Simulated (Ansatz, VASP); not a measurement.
## MoS2 in VASP and in Ansatz

INCAR

```
PREC = Accurate ; ENCUT = 520
EDIFF = 1E-6 ; ISMEAR = 0
SIGMA = 0.1 ; LREAL = F
LASPH = T ; NELM = 150
ALGO = Normal ; ISIF = 2
LWAVE = F ; LCHARG = T
ISPIN = 2 ; MAGMOM = 1 0 0
LORBIT = 11 ; LMAXMIX = 4
GGA = PE ; LELF = T
LVHAR = T ; NBANDS = 24
```

Contents of KPOINTS:

```
Automatic mesh
0
Gamma
  6 6 1
```

Contents of POSCAR:

```
MoS2
1.0
    3.1841261000      0.0000000000      0.0000000000
   -1.5920630500      2.7575340900      0.0000000000
    0.0000000000      0.0000000000     17.3346004500
Mo S
1 2
Direct
    0.0000000000      0.0000000000      0.0000000000
    0.3333333300      0.6666666700      0.0894929800
    0.3333333300      0.6666666700      0.9105070200
```

Input for Ansatz:

```yaml
crystal:
  lattice:
    - [3.1841261, 0.0, 0.0]
    - [-1.59206305, 2.75753409, 0.0]
    - [0.0, 0.0, 17.33460045]
  atoms:
    - { symbol: Mo, position: [0.0, 0.0, 0.0], spin: 1.0 }
    - { symbol: S, position: [0.33333333, 0.66666667, 0.08949298] }
    - { symbol: S, position: [0.33333333, 0.66666667, 0.91050702] }
basis:
  ecutwfc: 420
kpoints:
  mp_grid: { grid: [6, 6, 1] }
hamiltonian:
  xc: pbe
scf:
  occupations: { method: gaussian, width: 0.1 }
  lower_state_search: "off"
output:
  forces: true
  stress: true
  eigenvalues: true
  populations: true
magnetization:
  spin_polarized: true
```

Alike in both runs: task single point; functional PBE; k mesh 6 × 6 × 1; occupations gaussian, width 0.1 eV; collinear spin.

```csv
,VASP,Ansatz
version,VASP 6.6.1,Ansatz 0.2.0
potentials or method,"VASP PAW PBE potentials, release 64 (Mo_sv, S), cutoff 520 eV","scalar-relativistic, plane waves, PAW"
valence electrons in the cell,26,26
```

```csv
,VASP,Ansatz,Ansatz less VASP
gap on the k mesh at the Fermi level (eV),1.60,1.59,-0.012
least direct gap on the mesh (eV),1.66,1.66,-0.004
rms of the force components (eV/Å),0.099,0.105,+0.0059
net moment per atom (μB),0.00,0.00,0.000
```

Atom by atom the forces differ by 0.006 eV/Å (rms over components). Ansatz's warnings: seeded moment not kept.
